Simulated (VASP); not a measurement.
# Ti4O in VASP: notebook, part 2 of 2

VASP 6.6.1. Earlier steps stand in the parts before.

**3. Relaxation of the atoms, PBE**

File INCAR:

```
SYSTEM = Ti4O
ALGO = Fast
DIPOL = 0.5 0.5 0.343
EDIFF = 1E-6
EDIFFG = -0.025
ENCUT = 520
GGA = PE
IBRION = 2
IDIPOL = 3
ISIF = 2
ISMEAR = 0
LASPH = .TRUE.
LCHARG = .FALSE.
LDIPOL = .TRUE.
LREAL = .FALSE.
LWAVE = .FALSE.
NELM = 100
NSW = 36
PREC = Accurate
SIGMA = 0.1
```

File KPOINTS:

```
k-points
0
G
  9 7 1
  0 0 0
```

File POSCAR:

```
Ti4O
1.0
    2.9075446938      0.0000000000      0.0000000000
    0.0000000000      4.1118891392      0.0000000000
    0.0000000000      0.0000000000     19.6535692687
Ti O
4 1
Selective dynamics
Direct
    0.5000000000      0.5000000000      0.2035253722  F F F
    0.0000000000      0.0000000000      0.2774952616  F F F
    0.5000000000      0.5000000000      0.3439484703  F F F
    0.0000000000      0.0000000000      0.4148645550  F F F
    0.5000000000      0.1000000000      0.4759221666  F F T
```

Potentials or basis: VASP PAW PBE potentials, release 64 (Ti_sv, O).

Run with:

```sh
$ cat potpaw_PBE.64/Ti_sv/POTCAR potpaw_PBE.64/O/POTCAR > POTCAR
$ mpirun -np 1 vasp_std > vasp.out
```

OUTCAR:

```text
SYSTEM = Ti4O
   EDIFF = 1E-6
   EDIFFG = -0.025
   ENCUT = 520
   GGA = PE
   IBRION = 2
   ISIF = 2
   ISMEAR = 0
   LASPH = .TRUE.
   LREAL = .FALSE.
   NELM = 100
   NSW = 36
   PREC = Accurate

 ion  position               nearest neighbor table
   1  0.500  0.500  0.204-   3 2.76   2 2.91   2 2.91   2 2.91   2 2.91
   2  0.000  0.000  0.277-   4 2.70   3 2.84   3 2.84   3 2.84   3 2.84   1 2.91   1 2.91   1 2.91
                             1 2.91
   3  0.500  0.500  0.344-   1 2.76   2 2.84   2 2.84   2 2.84   2 2.84   4 2.88   4 2.88   4 2.88
                             4 2.88
   4  0.000  0.000  0.415-   5 1.93   5 1.93   2 2.70   3 2.88   3 2.88   3 2.88   3 2.88
   5  0.500  0.100  0.476-   4 1.93   4 1.93

  LATTYP: Found a simple orthorhombic cell.
 ALAT       =     2.9075446938
 B/A-ratio  =     1.4142135624
 C/A-ratio  =     6.7595071920

  Lattice vectors:

 A1 = (   2.9075446938,   0.0000000000,   0.0000000000)
 A2 = (   0.0000000000,   4.1118891392,   0.0000000000)
 A3 = (   0.0000000000,   0.0000000000,  19.6535692687)

Analysis of symmetry for initial positions (statically):
[... 201 lines left out ...]
  Total        0.2153191     -1.4861683     -2.8409412      0.0000000     -0.9143031      0.0000000
  in kB        1.4681953    -10.1337305    -19.3715152      0.0000000     -6.2343551      0.0000000
  external PRESSURE =      -9.3456835 kB  Pullay stress =       0.0000000 kB
[... 65 lines left out ...]
--------------------------------------- Ionic step        3  -------------------------------------------

 number of electron      54.0000007 magnetization

 dipolmoment           0.000000      0.000000      0.139745 electrons x Angstroem

 Free energy of the ion-electron system (eV)
  ---------------------------------------------------
  ext. energy  EPLUGINS =         0.00000000
  ---------------------------------------------------
  free energy    TOTEN  =       -38.13625979 eV

  energy without entropy =      -38.10651421  energy(sigma->0) =      -38.12138700

 E-fermi :  -0.3719     XC(G=0):  -4.6456

 val. band max:       -0.3978717924   @ k =   0.2222   0.0000   0.0000
 cond. band min:      -0.3541559339   @ k =   0.3333   0.1429   0.0000
 fundamental gap:      0.0437158585
 Fermi energy:        -0.3718749893

 k-point     1 :       0.0000    0.0000    0.0000
  band No.  band energies     occupation
      1     -57.5138      2.00000
      2     -57.4043      2.00000
      3     -57.0545      2.00000
      4     -56.9515      2.00000
      5     -33.8770      2.00000
      6     -33.8157      2.00000
[... 689 lines left out ...]
     31       0.5818      0.00000
     32       1.1632      0.00000

------------------------ aborting loop because EDIFF is reached ----------------------------------------

 vacuum level on the upper side and lower side of the slab       (xc-potential included)         0.831        -1.231

  FORCE on cell =-STRESS in cart. coord.  units (eV):
  Direction    XX          YY          ZZ          XY          YZ          ZX
  --------------------------------------------------------------------------------------
  -------------------------------------------------------------------------------------
  Total        4.9337720     -0.7311853      1.0653805      0.0000000      0.4191166      0.0000000
  in kB       33.6418933     -4.9857309      7.2645059      0.0000000      2.8578290      0.0000000
  external PRESSURE =      11.9735561 kB  Pullay stress =       0.0000000 kB
[... 20 lines left out ...]
  FREE ENERGIE OF THE ION-ELECTRON SYSTEM (eV)
  ---------------------------------------------------
  free  energy   TOTEN  =       -38.1362597861 eV

  energy  without entropy=      -38.1065142139  energy(sigma->0) =      -38.12138700

 reached required accuracy - stopping structural energy minimisation

 vacuum level on the upper side and lower side of the slab         4.939         2.816
```

Wall time 41 min (1 thread of Oxide Virtual Turin-like, shared host); peak memory 0.39 GiB.

Results:

| Property | Result |
| --- | --- |
| Free energy | -38.1363 eV |
| Energy gained by relaxing | 76.5 meV/atom |
| Ionic steps | 3 |
| Band gap on the k mesh | zero (bands 27 and 28 overlap by 0.53 eV) |

Step by step:
```tsv
step	energy change (eV)	largest force on free atoms (eV/Å)	pressure (GPa)
1	0.0000	3.3081	-0.93
2	-0.3525	1.0037	0.53
3	-0.3824	0.0082	1.20
```

Final structure:
```xyz
5
Lattice="2.9075 0.0000 0.0000 0.0000 4.1119 0.0000 0.0000 0.0000 19.6536" Properties=species:S:1:pos:R:3 pbc="T T T"
Ti    1.4538    2.0559    4.0000
Ti    0.0000    0.0000    5.4538
Ti    1.4538    2.0559    6.7598
Ti    0.0000    0.0000    8.1536
O     1.4538    0.4112    9.1354
```

**4. Relaxation of the atoms, PBE**

File INCAR:

```
SYSTEM = Ti4O
ALGO = Fast
DIPOL = 0.5 0.5 0.338
EDIFF = 1E-6
EDIFFG = -0.025
ENCUT = 520
GGA = PE
IBRION = 2
IDIPOL = 3
ISIF = 2
ISMEAR = 0
LASPH = .True.
LCHARG = .False.
LDIPOL = .True.
LREAL = .False.
LWAVE = .False.
NELM = 80
NSW = 36
PREC = Accurate
SIGMA = 0.1
```

File KPOINTS:

```
k-points
0
Gamma
  9 7 1
  0 0 0
```

POSCAR, as its differences from that of step 3:

```diff
@@ -13,2 +13,2 @@
     0.0000000000      0.0000000000      0.4148645550  F F F
-    0.5000000000      0.1000000000      0.4759221666  F F T
+    0.5000000000      0.3000000000      0.4514991220  F F T
```

Run with:

```sh
$ cat potpaw_PBE.64/Ti_sv/POTCAR potpaw_PBE.64/O/POTCAR > POTCAR
$ mpirun -np 1 vasp_std > vasp.out
```

It took 43 min on 1 thread of Oxide Virtual Turin-like, shared host; peak memory 0.38 GiB.

It converged, with:

| Quantity | Value |
| --- | --- |
| Free energy | -38.2012 eV |
| Energy gained by relaxing | 69.1 meV/atom |
| Ionic steps | 3 |
| Band gap on the k mesh | zero (bands 27 and 28 overlap by 0.21 eV) |

The path:
| step | energy change (eV) | largest force on free atoms (eV/Å) | pressure (GPa) |
| --- | --- | --- | --- |
| 1 | 0.0000 | 2.2549 | -1.65 |
| 2 | -0.2044 | 1.4894 | -1.06 |
| 3 | -0.3457 | 0.0195 | 0.10 |

Final structure:
```cif
data_structure
_symmetry_space_group_name_H-M 'P 1'
_symmetry_Int_Tables_number 1
_cell_length_a 2.9075
_cell_length_b 4.1119
_cell_length_c 19.6536
_cell_angle_alpha 90.000
_cell_angle_beta 90.000
_cell_angle_gamma 90.000
_cell_volume 234.97
loop_
_atom_site_label
_atom_site_type_symbol
_atom_site_fract_x
_atom_site_fract_y
_atom_site_fract_z
_atom_site_occupancy
Ti1 Ti 0.50000 0.50000 0.20353 1
Ti2 Ti 0.00000 0.00000 0.27750 1
Ti3 Ti 0.50000 0.50000 0.34395 1
Ti4 Ti 0.00000 0.00000 0.41486 1
O1 O 0.50000 0.30000 0.43662 1
```

Levels at points of the mesh, in eV from the Fermi level:
| k point | band 23 | band 24 | band 25 | band 26 | band 27 | band 28 | band 29 | band 30 | band 31 | band 32 |
| --- | --- | --- | --- | --- | --- | --- | --- | --- | --- | --- |
| (0.00, 0.00, 0.00) | -1.89 | -1.44 | -0.64 | -0.41 | -0.12 | 0.22 | 0.33 | 0.72 | 0.98 | 1.05 |

**5. The runs side by side**

```tsv
cell	gap on the mesh (eV)
atoms relaxed, atomic positions A	none
atoms relaxed, atomic positions B	none
atoms relaxed, atomic positions C	none
```

Alike in all rows: task relaxation of the atoms; level PBE; potentials or basis VASP PAW PBE potentials, release 64 (Ti_sv, O); no spin polarisation; k mesh 9 × 7 × 1; cutoff (eV) 520; smearing gaussian 0.1 eV.

Absolute energies hang on the potentials; compare differences alone.

The gap in the log of VASP goes by the Fermi energy; the results here count the filled bands.